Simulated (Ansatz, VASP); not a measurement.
**One calculation of Gd, two programs**

```
Gd
1.0
    -1.78361    1.78361    1.78361
     1.78361   -1.78361    1.78361
     1.78361    1.78361   -1.78361
Gd
1
Direct
  0.00000 0.00000 0.00000
```

Change from the starting cell: volume scaled by 0.68, LAPW.

Alike in both runs: task single point; functional PBE; k mesh 15 × 15 × 15; occupations fermi-dirac, width 0.08 eV; collinear spin.

```csv
,VASP,Ansatz
version,VASP 6.6.1,Ansatz 0.2.0
potentials or method,"VASP PAW PBE potentials, release 64 (Gd), cutoff 520 eV","all-electron LAPW, scalar-relativistic"
```

VASP gave:

| Property | Result |
| --- | --- |
| pressure (GPa) | 23.6 |
| net moment per atom (μB) | 7.53 |
| size of the moment on the site where the two differ most (μB) | 7.01 |

Which values does Ansatz return?

Pressure (GPa): 23.3; net moment per atom (μB): 7.53; size of the moment on the site where the two differ most (μB): 7.36.

Site moments also hang on the region over which each program counts them. Ansatz ran all-electron here, and VASP with PAW potentials.

Spin-orbit coupling is off throughout.
